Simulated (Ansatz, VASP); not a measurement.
## Two plane-wave programs on Ru

The input POSCAR:

```
Ru
1.0
    0.0000000000      2.5936598324      2.5936598324
    2.5936598324      0.0000000000      2.5936598324
    2.5936598324      2.5936598324      0.0000000000
Ru
2
Direct
    0.1250000000      0.1250000000      0.1250000000
    0.8750000000      0.8750000000      0.8750000000
```

File INCAR.step1:

```
SYSTEM = Ru
PREC     = Accurate       ! precision mode
ENCUT    = 520            ! plane-wave cutoff, eV
ISMEAR   = -1             ! smearing method
SIGMA    = 0.05           ! smearing width, eV
LREAL    = .False.        ! projectors in reciprocal space
LASPH    = .True.         ! aspherical terms in the spheres
NELM     = 150            ! most SCF steps
ISPIN    = 2              ! spin polarisation
MAGMOM   = 1 1            ! initial moments
LMAXMIX  = 4              ! l up to which the mixer works
NBANDS   = 25             ! bands
GGA      = PE             ! functional
ALGO     = Normal         ! electronic algorithm
EDIFF    = 1E-4           ! SCF threshold, eV
LWAVE    = .True.         ! write WAVECAR
LCHARG   = .False.        ! write CHGCAR
```

File INCAR.step2:

```
SYSTEM = Ru
PREC     = Accurate       ! precision mode
ENCUT    = 520            ! plane-wave cutoff, eV
EDIFF    = 1E-6           ! SCF threshold, eV
ISMEAR   = -1             ! smearing method
SIGMA    = 0.05           ! smearing width, eV
LREAL    = .False.        ! projectors in reciprocal space
LASPH    = .True.         ! aspherical terms in the spheres
NELM     = 150            ! most SCF steps
ALGO     = Normal         ! electronic algorithm
ISIF     = 2              ! what is computed and relaxed
LWAVE    = .False.        ! write WAVECAR
LCHARG   = .False.        ! write CHGCAR
ISPIN    = 2              ! spin polarisation
MAGMOM   = 1 1            ! initial moments
LORBIT   = 11             ! projections on sites
LMAXMIX  = 4              ! l up to which the mixer works
METAGGA  = R2SCAN         ! meta-GGA
LMIXTAU  = .True.       
NBANDS   = 25             ! bands
ISTART   = 1
```

File KPOINTS:

```
regular mesh
0
Gamma
  16 16 16
  0 0 0
```

Input for Ansatz:

```yaml
crystal:
  lattice:
    - [0.0, 2.5936598324, 2.5936598324]
    - [2.5936598324, 0.0, 2.5936598324]
    - [2.5936598324, 2.5936598324, 0.0]
  atoms:
    - { symbol: Ru, position: [0.125, 0.125, 0.125], spin: 1.0 }
    - { symbol: Ru, position: [0.875, 0.875, 0.875], spin: 1.0 }
hamiltonian:
  xc: r2scan
  pseudopotentials:
    kind: paw
    azcp:
      Ru: "pseudopotentials/Ru.paw.azcp"
basis:
  ecutwfc: 500
  fft_grid_basis: typed
kpoints:
  mp_grid: { grid: [16, 16, 16], shift: [0, 0, 0] }
magnetization:
  spin_polarized: true
scf:
  occupations: { method: fermi_dirac, width: 0.05 }
output:
  stress: true
```

Alike in both runs: task single point; functional r2SCAN; k mesh 16 × 16 × 16; occupations fermi-dirac, width 0.05 eV; collinear spin.

|  | VASP | Ansatz |
| --- | --- | --- |
| version | VASP 6.6.1 | Ansatz 0.2.0 |
| potentials or method | VASP PAW PBE potentials, release 64 (Ru_pv), cutoff 520 eV | plane waves (500 eV) with PAW, scalar-relativistic |
| valence electrons in the cell | 28 | 32 |

```tsv
	VASP	Ansatz	Ansatz less VASP
net moment per atom (μB)	0.00	0.00	0.000
```

VASP's potentials were made for PBE, not for r2SCAN. With one functional, cell and mesh, what is left measures potentials, basis and numerics. VASP's potentials hold 28 valence electrons a cell and Ansatz's 32, so a difference there can come from the potentials and not from the codes. Ansatz's warnings: seeded moment not kept, stability check not made.
